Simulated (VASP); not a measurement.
Co, 1 atom in the cell. The structure is cubic, space group Fm-3m (No. 225). Conventional cell: a = 3.458 Å, b = 3.458 Å, c = 3.458 Å, α = 90.00°, β = 90.00°, γ = 90.00°. Within 3.2 Å of Co (site symmetry m-3m) lie 12 Co at 2.45 Å. This isn't the form of Co at room conditions, which is hcp.

* Program: VASP 6.6.1
* Task: single point
* Functional: PBE
* Potentials or basis: VASP PAW PBE potentials, release 64 (Co)
* Cutoff: 600 eV
* k mesh: 15 × 15 × 15
* Occupations: fermi-dirac, width 0.1 eV
* Spin: no spin polarisation
* Dipole correction: no
* Further INCAR settings: ALGO = Normal; EDIFF = 1e-06; NBANDS = 10

Potentials or basis: VASP PAW PBE potentials, release 64 (Co).

Launch:

```sh
$ cat potpaw_PBE.64/Co/POTCAR > POTCAR
$ mpirun -np 1 vasp_std > vasp.out
```

Hardware: 1 thread of Intel Xeon 8259CL, with other jobs on the host.

**Question.** Estimate the wall time of this run.

**Answer.** It took 14 s on 1 thread of Intel Xeon 8259CL, on a shared host, peak memory 0.14 GiB. Counts: scf iterations 12, k points 120.
